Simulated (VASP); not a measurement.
# CuI (F-43m) in VASP: settings compared

Aim: see how the results for CuI move with the level of theory and the settings. Levels: LDA, PBEsol. Tasks: single point.

Program: VASP 6.6.1. These are calculated values, not measurements. Logs are shortened: lines on timing, memory, paths and dates and some standing lists are left out, and cuts for length are marked.

### 1 The cell of the first run

It takes space group F-43m (No. 216, cubic). Conventional cell: a = 5.863 Å, b = 5.863 Å, c = 5.863 Å, α = 90.00°, β = 90.00°, γ = 90.00°. Cu (site symmetry -43m) has 4 I at 2.54 Å within 3.4 Å. I (site symmetry -43m) has 4 Cu at 2.54 Å within 3.4 Å.

### 2 Single point, LDA

File INCAR:

```
  ALGO = Normal
  EDIFF = 1E-6
  ENCUT = 520
  ISIF = 2
  ISMEAR = -1
  LASPH = True
  LCHARG = True
  LELF = True
  LREAL = False
  LVHAR = True
  LWAVE = False
  NBANDS = 16
  NELM = 60
  PREC = Accurate
  SIGMA = 0.02
```

File KPOINTS:

```
k-points
0
Gamma
  6 6 6
```

File POSCAR:

```
CuI
1.0
    0.0000000000      2.9315734745      2.9315734745
    2.9315734745      0.0000000000      2.9315734745
    2.9315734745      2.9315734745      0.0000000000
Cu I
1 1
Direct
    0.2500000000      0.2500000000      0.2500000000
    0.0000000000      0.0000000000      0.0000000000
```

Potentials or basis: VASP PAW LDA potentials, release 64 (Cu, I).

Started as:

```
cat potpaw_LDA.64/Cu/POTCAR potpaw_LDA.64/I/POTCAR > POTCAR
mpirun -np 1 vasp_std > vasp.out
```

OUTCAR:

```text
EDIFF = 1E-6
   ENCUT = 520
   ISIF = 2
   ISMEAR = -1
   LASPH = True
   LREAL = False
   NELM = 60
   PREC = Accurate

 ion  position               nearest neighbor table
   1  0.250  0.250  0.250-   2 2.54   2 2.54   2 2.54   2 2.54
   2  0.000  0.000  0.000-   1 2.54   1 2.54   1 2.54   1 2.54

  LATTYP: Found a face centered cubic cell.
 ALAT       =     5.8631469490

  Lattice vectors:

 A1 = (   0.0000000000,   2.9315734745,   2.9315734745)
 A2 = (   2.9315734745,   0.0000000000,   2.9315734745)
 A3 = (   2.9315734745,   2.9315734745,   0.0000000000)

Analysis of symmetry for initial positions (statically):
=====================================================================
 Subroutine PRICEL returns:
 Original cell was already a primitive cell.

 Routine SETGRP: Setting up the symmetry group for a
 face centered cubic supercell.

 Subroutine GETGRP returns: Found 24 space group operations
 (whereof 24 operations were pure point group operations)
 out of a pool of 48 trial point group operations.

The static configuration has the point symmetry T_d .

Analysis of symmetry for dynamics (positions and initial velocities):
=====================================================================
 Subroutine PRICEL returns:
 Original cell was already a primitive cell.

 Routine SETGRP: Setting up the symmetry group for a
 face centered cubic supercell.

 Subroutine GETGRP returns: Found 24 space group operations
 (whereof 24 operations were pure point group operations)
 out of a pool of 48 trial point group operations.

The dynamic configuration has the point symmetry T_d .

 Subroutine INISYM returns: Found 24 space group operations
 (whereof 24 operations are pure point group operations),
 and found     1 'primitive' translations

----------------------------------------------------------------------------------------

                                     Primitive cell

  volume of cell :      50.3886

  direct lattice vectors                    reciprocal lattice vectors
     0.000000000  2.931573474  2.931573474    -0.170556871  0.170556871  0.170556871
     2.931573474  0.000000000  2.931573474     0.170556871 -0.170556871  0.170556871
     2.931573474  2.931573474  0.000000000     0.170556871  0.170556871 -0.170556871

  length of vectors
     4.145870967  4.145870967  4.145870967     0.295413167  0.295413167  0.295413167

  position of ions in fractional coordinates (direct lattice)
     0.250000000  0.250000000  0.250000000
     0.000000000  0.000000000  0.000000000

  ion indices of the primitive-cell ions
   primitive index   ion index
                 1           1
                 2           2

----------------------------------------------------------------------------------------

 KPOINTS: k-points

Automatic generation of k-mesh.
 Grid dimensions read from file:
 generate k-points for:    6    6    6

 Generating k-lattice:

  Cartesian coordinates                     Fractional coordinates (reciprocal lattice)
    -0.028426145  0.028426145  0.028426145     0.166666667  0.000000000  0.000000000
     0.028426145 -0.028426145  0.028426145     0.000000000  0.166666667  0.000000000
     0.028426145  0.028426145 -0.028426145     0.000000000  0.000000000  0.166666667

  Length of vectors
     0.049235528  0.049235528  0.049235528

  Shift w.r.t. Gamma in fractional coordinates (k-lattice)
     0.000000000  0.000000000  0.000000000

 Subroutine IBZKPT returns following result:
 ===========================================

 Found     16 irreducible k-points:

 Following reciprocal coordinates:
            Coordinates               Weight
  0.000000  0.000000  0.000000      1.000000
  0.166667  0.000000  0.000000      8.000000
  0.333333  0.000000  0.000000      8.000000
  0.500000  0.000000  0.000000      4.000000
  0.166667  0.166667  0.000000      6.000000
  0.333333  0.166667  0.000000     24.000000
[... 8 lines left out ...]
 -0.333333  0.333333  0.166667     24.000000
 -0.333333  0.500000  0.166667     12.000000
   k-points           NKPTS =     16   k-points in BZ     NKDIM =     16   number of bands    NBANDS=     16
   number of dos      NEDOS =    301   number of ions     NIONS =      2
   total plane-waves  NPLWV =  32768
   dimension x,y,z NGX =    32 NGY =   32 NGZ =   32
   dimension x,y,z NGXF=    64 NGYF=   64 NGZF=   64
   ions per type =               1   1
   NGX,Y,Z   is equivalent  to a cutoff of  12.83, 12.83, 12.83 a.u.
   NGXF,Y,Z  is equivalent  to a cutoff of  25.66, 25.66, 25.66 a.u.
 SYSTEM =  unknown system
   PREC   = accura    normal or accurate (medium, high low for compatibility)
   ISTART =      0    job   : 0-new  1-cont  2-samecut
   ICHARG =      2    charge: 1-file 2-atom 10-const
   ISPIN  =      1    spin polarized calculation?
   LNONCOLLINEAR =      F non collinear calculations
   LSORBIT =      F    spin-orbit coupling
   LASPH  =      T    aspherical Exc in radial PAW
   ENCUT  =  520.0 eV  38.22 Ry    6.18 a.u.   7.71  7.71  7.71*2*pi/ulx,y,z
   NELM   =     60;   NELMIN=  2; NELMDL= -5     # of ELM steps
   EDIFF  = 0.1E-05   stopping-criterion for ELM
   LREAL  =      F    real-space projection
   EDIFFG = 0.1E-04   stopping-criterion for IOM
   NSW    =      0    number of steps for IOM
   IBRION =     -1    ionic relax: 0-MD 1-quasi-New 2-CG
   NFREE  =      0    steps in history (QN), initial steepest desc. (CG)
   ISIF   =      2    stress and relaxation
   ISYM   =      2    0-nonsym 1-usesym 2-fastsym
   POTIM  = 0.5000    time-step for ionic-motion
   TEBEG  =    0.0;   TEEND  =   0.0 temperature during run
   PSTRESS=    0.0 pullay stress
   NELECT =      18.0000    total number of electrons
   NUPDOWN=      -1.0000    fix difference up-down
   EMIN   =  10.00;   EMAX   =-10.00  energy-range for DOS
   EFERMI =   0.00;   METHOD = LEGACY
   ISMEAR =    -1;   SIGMA  =   0.02  broadening in eV -4-tet -1-fermi 0-gaus
   EFERMI_NEDOS =   21; number of points for ismear=-14 and -15
   IALGO  =     38    algorithm
   IMIX   =      4    mixing-type and parameters
     AMIX     =   0.40;   BMIX     =  1.00
     AMIX_MAG =   1.60;   BMIX_MAG =  1.00
  volume/ion in A,a.u.               =      25.19       170.02
  Fermi-wavevector in a.u.,A,eV,Ry     =   1.161595  2.195097 18.358394  1.349304
  Thomas-Fermi vector in A             =   2.298166
   LORBIT       =      0    0 simple, 1 ext, 2 COOP (PROOUT), +10 PAW based schemes
   GGA     = CA    functional components
   LHFCALC =     F    Hartree Fock is set to
   AEXX    =    0.0000 exact exchange contribution
   IVDW    =     0    specifies the selected vdW correction
   LEPSILON=     F    determine dielectric tensor
   LRPA    =     F    only Hartree local field effects (RPA)
 non-spin polarized calculation
  energy-cutoff  :      520.00
  volume of cell :       50.39
 maximum number of plane-waves:      1380
   NGX = 15   NGY = 15   NGZ = 15

 number of electron      17.9999989 magnetization

 Free energy of the ion-electron system (eV)
  ---------------------------------------------------
  ext. energy  EPLUGINS =         0.00000000
  ---------------------------------------------------
  free energy    TOTEN  =        -6.99287530 eV

  energy without entropy =       -6.99287530  energy(sigma->0) =       -6.99287530

 E-fermi :   5.7836     XC(G=0):  -9.7619

 val. band max:        5.3362720369   @ k =   0.0000   0.0000   0.0000
 cond. band min:       6.6189237078   @ k =   0.0000   0.0000   0.0000
 fundamental gap:      1.2826516708
 Fermi energy:         5.7836055937

 k-point     1 :       0.0000    0.0000    0.0000
  band No.  band energies     occupation
      1      -9.2220      2.00000
      2       1.2066      2.00000
      3       1.2066      2.00000
      4       1.2066      2.00000
      5       2.9582      2.00000
      6       2.9582      2.00000
[... 8 lines left out ...]
     15      15.1938      0.00000
     16      15.1938      0.00000

 k-point     2 :       0.1667    0.0000    0.0000
  band No.  band energies     occupation
      1      -9.0637      2.00000
      2       0.7025      2.00000
      3       1.2260      2.00000
      4       1.2260      2.00000
      5       2.9465      2.00000
      6       2.9465      2.00000
[... 8 lines left out ...]
     15      14.1623      0.00000
     16      14.4048      0.00000

 k-point     3 :       0.3333    0.0000    0.0000
  band No.  band energies     occupation
      1      -8.7089      2.00000
      2      -0.3448      2.00000
      3       1.2554      2.00000
      4       1.2554      2.00000
      5       2.9580      2.00000
      6       2.9580      2.00000
[... 8 lines left out ...]
     15      14.7136      0.00000
     16      14.7136      0.00000

 k-point     4 :       0.5000    0.0000    0.0000
  band No.  band energies     occupation
      1      -8.5066      2.00000
      2      -0.8777      2.00000
      3       1.2646      2.00000
      4       1.2646      2.00000
      5       2.9889      2.00000
      6       2.9889      2.00000
[... 8 lines left out ...]
     15      16.5376      0.00000
     16      16.5376      0.00000
[... 172 lines left out ...]
 k-point    14 :       0.5000    0.3333    0.1667
  band No.  band energies     occupation
      1      -8.4611      2.00000
      2      -0.3515      2.00000
      3       0.7375      2.00000
      4       1.2217      2.00000
      5       2.8819      2.00000
      6       2.9763      2.00000
[... 8 lines left out ...]
     15      16.5913      0.00000
     16      17.9122      0.00000

 k-point    15 :      -0.3333    0.3333    0.1667
  band No.  band energies     occupation
      1      -8.3218      2.00000
      2      -0.3984      2.00000
      3       0.3970      2.00000
      4       1.1927      2.00000
      5       2.8419      2.00000
      6       2.9572      2.00000
[... 8 lines left out ...]
     15      16.7778      0.00000
     16      17.6225      0.00000

 k-point    16 :      -0.3333    0.5000    0.1667
  band No.  band energies     occupation
      1      -8.2570      2.00000
      2      -0.5123      2.00000
      3       0.5698      2.00000
      4       1.1162      2.00000
      5       2.8848      2.00000
      6       2.9069      2.00000
[... 8 lines left out ...]
     15      17.3584      0.00000
     16      17.7605      0.00000

------------------------ aborting loop because EDIFF is reached ----------------------------------------

  FORCE on cell =-STRESS in cart. coord.  units (eV):
  Direction    XX          YY          ZZ          XY          YZ          ZX
  --------------------------------------------------------------------------------------
  -------------------------------------------------------------------------------------
  Total        0.0663867      0.0663867      0.0663867      0.0000000      0.0000000     -0.0000000
  in kB        2.1108579      2.1108579      2.1108579      0.0000000      0.0000000     -0.0000000
  external PRESSURE =       2.1108579 kB  Pullay stress =       0.0000000 kB

 VOLUME and BASIS-vectors are now :
 -----------------------------------------------------------------------------
  energy-cutoff  :      520.00
  volume of cell :       50.39
      direct lattice vectors                 reciprocal lattice vectors
     0.000000000  2.931573474  2.931573474    -0.170556871  0.170556871  0.170556871
     2.931573474  0.000000000  2.931573474     0.170556871 -0.170556871  0.170556871
     2.931573474  2.931573474  0.000000000     0.170556871  0.170556871 -0.170556871

 POSITION                                       TOTAL-FORCE (eV/Angst)
 -----------------------------------------------------------------------------------
      1.46579      1.46579      1.46579         0.000000     -0.000000      0.000000
      0.00000      0.00000      0.00000        -0.000000      0.000000     -0.000000
 -----------------------------------------------------------------------------------
    total drift:                               -0.000000     -0.000000      0.000000

  FREE ENERGIE OF THE ION-ELECTRON SYSTEM (eV)
  ---------------------------------------------------
  free  energy   TOTEN  =        -6.9928753006 eV

  energy  without entropy=       -6.9928753006  energy(sigma->0) =       -6.99287530
```

It took 5.3 s on 1 thread of Intel Xeon 6975P-C (Granite Rapids), shared host; peak memory 0.15 GiB.

What came out:

```yaml
Free_energy: -6.9929 eV
Pressure: 0.2 GPa
Band_gap_on_the_k_mesh: 1.28 eV
```

Caveat: spin-orbit coupling is left out, which moves the levels of the heavy elements. As with any semilocal functional, this LDA gap is likely too small.

### 3 Single point, PBEsol

This run uses another cell than the first one, of 26.19 Å³/atom.

File INCAR:

```
PREC = Accurate
ENCUT = 520
EDIFF = 1E-6
ISMEAR = -1
SIGMA = 0.02
LREAL = False
LASPH = True
NELM = 60
ALGO = Normal
ISIF = 2
LWAVE = False
LCHARG = True
GGA = PS
LELF = True
LVHAR = True
NBANDS = 16
```

File KPOINTS:

```
regular mesh
0
Gamma
  6 6 6
```

File POSCAR:

```
CuI
1.0
    0.0000000000      2.9696000542      2.9696000542
    2.9696000542      0.0000000000      2.9696000542
    2.9696000542      2.9696000542      0.0000000000
Cu I
1 1
Direct
    0.2500000000      0.2500000000      0.2500000000
    0.0000000000      0.0000000000      0.0000000000
```

Potentials or basis: VASP PAW PBE potentials, release 64 (Cu, I).

Started as:

```
cat potpaw_PBE.64/Cu/POTCAR potpaw_PBE.64/I/POTCAR > POTCAR
mpirun -np 1 vasp_std > vasp.out
```

Run time: 5.9 s. Hardware: 1 thread of Intel Xeon 6975P-C (Granite Rapids), shared host; peak memory 0.17 GiB.

The run converged. Its results:

```yaml
Free_energy: -6.3176 eV
Pressure: 0.4 GPa
Band_gap_on_the_k_mesh: 1.20 eV
```

Levels at points of the mesh, in eV from the valence-band top:
```
           k point  band 6  band 7  band 8  band 9  band 10  band 11  band 12  band 13
(0.00, 0.00, 0.00)   -2.15    0.00    0.00    0.00     1.20     4.76     4.76     4.76
(0.50, 0.00, 0.00)   -2.12   -2.07   -0.82   -0.82     2.13     5.31     5.31     7.33
(0.50, 0.50, 0.00)   -2.08   -2.05   -1.75   -1.75     2.48     2.80     9.52    10.03
```

Caveat: the PAW data sets were made with another functional, which shifts forces and pressure a little; spin-orbit coupling is left out, which moves the levels of the heavy elements.
